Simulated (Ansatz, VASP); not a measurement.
## Ge: VASP and Ansatz over several settings

```xyz
1
Lattice="-1.6084 1.6084 1.8732 1.6084 -1.6084 1.8732 1.6084 1.6084 -1.8732" Properties=species:S:1:pos:R:3 pbc="T T T"
Ge    0.0000    0.0000    1.8732
```

Single points on this cell with VASP 6.6.1 and Ansatz 0.2.0. Each row is one pair of runs. Alike in all rows: spin: off; VASP's potentials, cutoff: VASP PAW PBE potentials, release 64 (Ge_d), 520 eV.

| level | k mesh | smearing | Ansatz's potentials, cutoff | gap on the k mesh at the Fermi level (eV), VASP | gap on the k mesh at the Fermi level (eV), Ansatz | pressure (GPa), VASP | pressure (GPa), Ansatz |
| --- | --- | --- | --- | --- | --- | --- | --- |
| PBE | 12 × 12 × 12 | gaussian, width 0.011 eV | Ansatz PAW, 420 eV | none | none | 0.8 | 0.9 |
| PBE | 12 × 12 × 12 | gaussian, width 0.029 eV | Ansatz PAW, 420 eV | none | none | 0.7 | 0.8 |
| r2SCAN0 | 6 × 6 × 6 | fermi-dirac, width 0.05 eV | Ansatz PAW, 500 eV | none | none | -2.9 | -2.6 |

Pressure (GPa): the two programs differ by at most 0.28.

A gap of «none» marks a metal or a gap that the smearing closes.

The k mesh is coarse in some rows, so the values compare programs but aren't converged.
